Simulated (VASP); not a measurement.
# HfN (I4/mmm) in VASP: notebook

HfN is run at these levels: PBE; tasks: single point.

Everything below comes from runs of VASP 6.6.1. Logs are shortened: lines on timing, memory, paths and dates and some standing lists are left out, and cuts for length are marked.

### 1 The cell of the first run

The structure is tetragonal, space group I4/mmm (No. 139). The conventional cell has a = 3.163 Å, b = 3.163 Å, c = 4.518 Å, α = 90.00°, β = 90.00°, γ = 90.00°. Hf (site symmetry 4/mmm) has 6 N at 2.24 to 2.26 Å within 3.0 Å. Within 3.0 Å of N (site symmetry 4/mmm) lie 6 Hf at 2.24 to 2.26 Å.

### 2 Single point, PBE (equal xx and yy strain of -1 %)

Contents of INCAR:

```
SYSTEM = HfN
PREC = Accurate
ENCUT = 520
EDIFF = 1E-7
ISMEAR = -1
SIGMA = 0.03
LREAL = .FALSE.
LASPH = .TRUE.
NELM = 100
ALGO = Normal
ISIF = 2
LWAVE = .FALSE.
LCHARG = .FALSE.
GGA = PE
NBANDS = 14
```

Contents of KPOINTS:

```
regular mesh
0
G
  10 10 10
  0 0 0
```

Contents of POSCAR:

```
HfN
1.0
    0.0000000000      2.2364100000      2.2590000000
    2.2364100000      0.0000000000      2.2590000000
    2.2364100000      2.2364100000      0.0000000000
Hf N
1 1
Direct
    0.0000000000      0.0000000000      0.0000000000
    0.5000000000      0.5000000000      0.5000000000
```

Potentials or basis: VASP PAW PBE potentials, release 64 (Hf_pv, N).

The run is started by

```bash
> cat potpaw_PBE.64/Hf_pv/POTCAR potpaw_PBE.64/N/POTCAR > POTCAR
> mpirun -np 1 vasp_std > vasp.out
```

OUTCAR:

```text
SYSTEM = HfN
   PREC = Accurate
   ENCUT = 520
   EDIFF = 1E-7
   ISMEAR = -1
   LREAL = .FALSE.
   LASPH = .TRUE.
   NELM = 100
   ISIF = 2
   GGA = PE

 ion  position               nearest neighbor table
   1  0.000  0.000  0.000-   2 2.24   2 2.24   2 2.24   2 2.24   2 2.26   2 2.26
   2  0.500  0.500  0.500-   1 2.24   1 2.24   1 2.24   1 2.24   1 2.26   1 2.26

  LATTYP: Found a body centered tetragonal cell.
 ALAT       =     3.1627613530
 C/A-ratio  =     1.4284985479

  Lattice vectors:

 A1 = (  -2.2364100000,   0.0000000000,   2.2590000000)
 A2 = (   2.2364100000,   0.0000000000,   2.2590000000)
 A3 = (   0.0000000000,   2.2364100000,  -2.2590000000)

Analysis of symmetry for initial positions (statically):
=====================================================================
 Subroutine PRICEL returns:
 Original cell was already a primitive cell.

 Routine SETGRP: Setting up the symmetry group for a
 body centered tetragonal supercell.

 Subroutine GETGRP returns: Found 16 space group operations
 (whereof 16 operations were pure point group operations)
 out of a pool of 16 trial point group operations.

The static configuration has the point symmetry D_4h.

Analysis of symmetry for dynamics (positions and initial velocities):
=====================================================================
 Subroutine PRICEL returns:
 Original cell was already a primitive cell.

 Routine SETGRP: Setting up the symmetry group for a
 body centered tetragonal supercell.

 Subroutine GETGRP returns: Found 16 space group operations
 (whereof 16 operations were pure point group operations)
 out of a pool of 16 trial point group operations.

The dynamic configuration has the point symmetry D_4h.

 Subroutine INISYM returns: Found 16 space group operations
 (whereof 16 operations are pure point group operations),
 and found     1 'primitive' translations

----------------------------------------------------------------------------------------

                                     Primitive cell

  volume of cell :      22.5969

  direct lattice vectors                    reciprocal lattice vectors
     0.000000000  2.236410000  2.259000000    -0.223572601  0.223572601  0.221336875
     2.236410000  0.000000000  2.259000000     0.223572601 -0.223572601  0.221336875
     2.236410000  2.236410000  0.000000000     0.223572601  0.223572601 -0.221336875

  length of vectors
     3.178775029  3.178775029  3.162761353     0.385952624  0.385952624  0.385952624

  position of ions in fractional coordinates (direct lattice)
     0.000000000  0.000000000  0.000000000
     0.500000000  0.500000000  0.500000000

  ion indices of the primitive-cell ions
   primitive index   ion index
                 1           1
                 2           2

----------------------------------------------------------------------------------------

 KPOINTS: regular mesh

Automatic generation of k-mesh.
 Grid dimensions read from file:
 generate k-points for:   10   10   10

 Generating k-lattice:

  Cartesian coordinates                     Fractional coordinates (reciprocal lattice)
    -0.022357260  0.022357260  0.022133687     0.100000000 -0.000000000  0.000000000
     0.022357260 -0.022357260  0.022133687    -0.000000000  0.100000000  0.000000000
     0.022357260  0.022357260 -0.022133687     0.000000000  0.000000000  0.100000000

  Length of vectors
     0.038595262  0.038595262  0.038595262

  Shift w.r.t. Gamma in fractional coordinates (k-lattice)
     0.000000000  0.000000000  0.000000000

 Subroutine IBZKPT returns following result:
 ===========================================

 Found    102 irreducible k-points:

 Following reciprocal coordinates:
            Coordinates               Weight
  0.000000  0.000000  0.000000      1.000000
  0.100000 -0.000000  0.000000      8.000000
  0.200000 -0.000000  0.000000      8.000000
  0.300000  0.000000  0.000000      8.000000
  0.400000 -0.000000  0.000000      8.000000
  0.500000 -0.000000  0.000000      4.000000
[... 16 lines left out ...]
  0.300000  0.300000  0.000000      2.000000
  0.400000  0.300000  0.000000      8.000000
 [... further k-points ...]
   k-points           NKPTS =    102   k-points in BZ     NKDIM =    102   number of bands    NBANDS=     14
   number of dos      NEDOS =    301   number of ions     NIONS =      2
   total plane-waves  NPLWV =  13824
   dimension x,y,z NGX =    24 NGY =   24 NGZ =   24
   dimension x,y,z NGXF=    48 NGYF=   48 NGZF=   48
   ions per type =               1   1
   NGX,Y,Z   is equivalent  to a cutoff of  12.55, 12.55, 12.62 a.u.
   NGXF,Y,Z  is equivalent  to a cutoff of  25.10, 25.10, 25.23 a.u.
 SYSTEM =  HfN
   PREC   = accura    normal or accurate (medium, high low for compatibility)
   ISTART =      0    job   : 0-new  1-cont  2-samecut
   ICHARG =      2    charge: 1-file 2-atom 10-const
   ISPIN  =      1    spin polarized calculation?
   LNONCOLLINEAR =      F non collinear calculations
   LSORBIT =      F    spin-orbit coupling
   LASPH  =      T    aspherical Exc in radial PAW
   ENCUT  =  520.0 eV  38.22 Ry    6.18 a.u.   5.91  5.91  5.88*2*pi/ulx,y,z
   NELM   =    100;   NELMIN=  2; NELMDL= -5     # of ELM steps
   EDIFF  = 0.1E-06   stopping-criterion for ELM
   LREAL  =      F    real-space projection
   EDIFFG = 0.1E-05   stopping-criterion for IOM
   NSW    =      0    number of steps for IOM
   IBRION =     -1    ionic relax: 0-MD 1-quasi-New 2-CG
   NFREE  =      0    steps in history (QN), initial steepest desc. (CG)
   ISIF   =      2    stress and relaxation
   ISYM   =      2    0-nonsym 1-usesym 2-fastsym
   POTIM  = 0.5000    time-step for ionic-motion
   TEBEG  =    0.0;   TEEND  =   0.0 temperature during run
   PSTRESS=    0.0 pullay stress
   NELECT =      15.0000    total number of electrons
   NUPDOWN=      -1.0000    fix difference up-down
   EMIN   =  10.00;   EMAX   =-10.00  energy-range for DOS
   EFERMI =   0.00;   METHOD = LEGACY
   ISMEAR =    -1;   SIGMA  =   0.03  broadening in eV -4-tet -1-fermi 0-gaus
   EFERMI_NEDOS =   21; number of points for ismear=-14 and -15
   IALGO  =     38    algorithm
   IMIX   =      4    mixing-type and parameters
     AMIX     =   0.40;   BMIX     =  1.00
     AMIX_MAG =   1.60;   BMIX_MAG =  1.00
  volume/ion in A,a.u.               =      11.30        76.25
  Fermi-wavevector in a.u.,A,eV,Ry     =   1.428090  2.698699 27.748277  2.039441
  Thomas-Fermi vector in A             =   2.548189
   LORBIT       =      0    0 simple, 1 ext, 2 COOP (PROOUT), +10 PAW based schemes
   GGA     = PE    functional components
   LHFCALC =     F    Hartree Fock is set to
   AEXX    =    0.0000 exact exchange contribution
   IVDW    =     0    specifies the selected vdW correction
   LEPSILON=     F    determine dielectric tensor
   LRPA    =     F    only Hartree local field effects (RPA)
 non-spin polarized calculation
  energy-cutoff  :      520.00
  volume of cell :       22.60
 maximum number of plane-waves:       620
   NGX = 11   NGY = 11   NGZ = 11

 number of electron      15.0000001 magnetization

 Free energy of the ion-electron system (eV)
  ---------------------------------------------------
  ext. energy  EPLUGINS =         0.00000000
  ---------------------------------------------------
  free energy    TOTEN  =       -21.72896510 eV

  energy without entropy =      -21.72641324  energy(sigma->0) =      -21.72768917

 E-fermi :   8.6029     XC(G=0): -12.8380

 val. band max:        8.5932060834   @ k =  -0.1000   0.0000   0.1000
 cond. band min:       8.6086355329   @ k =  -0.4000   0.3000   0.0000
 fundamental gap:      0.0154294495
 Fermi energy:         8.6029155528

 k-point     1 :       0.0000    0.0000    0.0000
  band No.  band energies     occupation
      1     -22.5089      2.00000
      2     -22.4978      2.00000
      3     -22.4978      2.00000
      4      -9.0686      2.00000
      5       5.4736      2.00000
      6       5.5261      2.00000
      7       5.5261      2.00000
      8       8.1338      2.00000
      9       8.2488      1.99999
     10       8.2488      1.99999
     11      10.3393      0.00000
     12      10.6635      0.00000
     13      10.7276      0.00000
     14      18.1817      0.00000

 k-point     2 :       0.1000   -0.0000    0.0000
  band No.  band energies     occupation
      1     -22.6106      2.00000
      2     -22.5147      2.00000
      3     -22.5059      2.00000
      4      -8.8303      2.00000
      5       4.5796      2.00000
      6       4.9361      2.00000
      7       4.9702      2.00000
      8       8.4260      1.99451
      9       8.5320      1.82822
     10       8.5747      1.43875
     11      11.0714      0.00000
     12      11.4256      0.00000
     13      11.4438      0.00000
     14      18.9671      0.00000

 k-point     3 :       0.2000   -0.0000    0.0000
  band No.  band energies     occupation
      1     -22.8837      2.00000
      2     -22.5400      2.00000
      3     -22.5272      2.00000
      4      -8.1916      2.00000
      5       2.8908      2.00000
      6       3.9228      2.00000
      7       3.9514      2.00000
      8       8.8411      0.00071
      9       9.3621      0.00000
     10       9.3947      0.00000
     11      12.6121      0.00000
     12      13.0502      0.00000
     13      13.1453      0.00000
     14      20.8380      0.00000
[... 324 lines left out ...]
 k-point    23 :       0.3000    0.3000    0.0000
  band No.  band energies     occupation
      1     -23.1119      2.00000
      2     -22.7087      2.00000
      3     -22.7087      2.00000
      4      -7.7851      2.00000
      5       1.6843      2.00000
      6       4.7136      2.00000
      7       4.7136      2.00000
      8       5.5834      2.00000
      9      11.9370      0.00000
     10      12.6009      0.00000
     11      12.7144      0.00000
     12      12.7144      0.00000
     13      17.5740      0.00000
     14      20.8661      0.00000

 k-point    24 :       0.4000    0.3000    0.0000
  band No.  band energies     occupation
      1     -23.2265      2.00000
      2     -22.7766      2.00000
      3     -22.7414      2.00000
      4      -7.6660      2.00000
      5       1.8965      2.00000
      6       3.9258      2.00000
      7       4.4359      2.00000
      8       6.0671      2.00000
      9      12.7888      0.00000
     10      13.2788      0.00000
     11      13.4046      0.00000
     12      13.6066      0.00000
     13      17.7825      0.00000
     14      20.0828      0.00000

 [... further k-points ...]
[... 5 lines left out ...]
  --------------------------------------------------------------------------------------
  -------------------------------------------------------------------------------------
  Total        1.4924600      1.4924600      0.8513886      0.0000000      0.0000000      0.0000000
  in kB      105.8191358    105.8191358     60.3655714      0.0000000      0.0000000      0.0000000
  external PRESSURE =      90.6679477 kB  Pullay stress =       0.0000000 kB

 VOLUME and BASIS-vectors are now :
 -----------------------------------------------------------------------------
  energy-cutoff  :      520.00
  volume of cell :       22.60
      direct lattice vectors                 reciprocal lattice vectors
     0.000000000  2.236410000  2.259000000    -0.223572601  0.223572601  0.221336875
     2.236410000  0.000000000  2.259000000     0.223572601 -0.223572601  0.221336875
     2.236410000  2.236410000  0.000000000     0.223572601  0.223572601 -0.221336875

 POSITION                                       TOTAL-FORCE (eV/Angst)
 -----------------------------------------------------------------------------------
      0.00000      0.00000      0.00000        -0.000000      0.000000      0.000000
      2.23641      2.23641      2.25900         0.000000     -0.000000      0.000000
 -----------------------------------------------------------------------------------
    total drift:                                0.000000     -0.000000     -0.000000

  FREE ENERGIE OF THE ION-ELECTRON SYSTEM (eV)
  ---------------------------------------------------
  free  energy   TOTEN  =       -21.7289650956 eV

  energy  without entropy=      -21.7264132401  energy(sigma->0) =      -21.72768917
```

It took 35 s on 1 thread of Intel Xeon 8259CL, shared host; peak memory 0.16 GiB.

Results:

- Free energy: -21.7290 eV
- Pressure: 9.1 GPa

Caveat: the cell differs from its parent crystal (equal xx and yy strain of -1 %); spin-orbit coupling is left out, which moves the levels of the heavy elements.

### 3 Single point, PBE (zz strain of +2 %)

Contents of INCAR:

```
SYSTEM = HfN
PREC = Accurate
ENCUT = 520
EDIFF = 1E-7
ISMEAR = -1
SIGMA = 0.03
LREAL = .False.
LASPH = .True.
NELM = 80
ALGO = Normal
ISIF = 2
LWAVE = .False.
LCHARG = .False.
GGA = PE
NBANDS = 14
```

Contents of KPOINTS:

```
Automatic mesh
0
Gamma
  10 10 10
  0 0 0
```

Contents of POSCAR:

```
HfN
1.0
    0.0000000000      2.2590000000      2.3041800000
    2.2590000000      0.0000000000      2.3041800000
    2.2590000000      2.2590000000      0.0000000000
Hf N
1 1
Direct
    0.0000000000      0.0000000000      0.0000000000
    0.5000000000      0.5000000000      0.5000000000
```

Potentials or basis: VASP PAW PBE potentials, release 64 (Hf_pv, N).

The run is started by

```bash
> cat potpaw_PBE.64/Hf_pv/POTCAR potpaw_PBE.64/N/POTCAR > POTCAR
> mpirun -np 1 vasp_std > vasp.out
```

It took 38 s on 1 thread of Intel Xeon 8259CL, shared host; peak memory 0.16 GiB.

The run converged. Its results:

```
Free energy : -21.7426 eV
Pressure    : -2.1 GPa
```

Stress tensor (GPa, compression positive):
```
 0.45  0.00  0.00
 0.00  0.45  0.00
 0.00  0.00 -7.19
```

Levels at points of the mesh, in eV from the Fermi level:
| k point | band 4 | band 5 | band 6 | band 7 | band 8 | band 9 | band 10 | band 11 | band 12 | band 13 |
| --- | --- | --- | --- | --- | --- | --- | --- | --- | --- | --- |
| (0.00, 0.00, 0.00) | -17.44 | -3.11 | -3.02 | -3.02 | -0.52 | -0.30 | -0.30 | 1.28 | 2.02 | 2.02 |
| (0.50, 0.00, 0.00) | -14.83 | -8.82 | -6.14 | -6.13 | 3.14 | 3.50 | 3.64 | 4.27 | 8.29 | 8.79 |
| (0.50, 0.50, 0.00) | -16.37 | -5.59 | -3.73 | -3.67 | -3.67 | 3.95 | 5.32 | 5.32 | 5.33 | 7.58 |
| (0.50, 0.00, 0.50) | -16.35 | -5.39 | -3.80 | -3.78 | -3.72 | 3.90 | 5.19 | 5.36 | 5.47 | 7.78 |

Caveat: the cell differs from its parent crystal (zz strain of +2 %); spin-orbit coupling is left out, which moves the levels of the heavy elements.

[end of part 1 of 2]
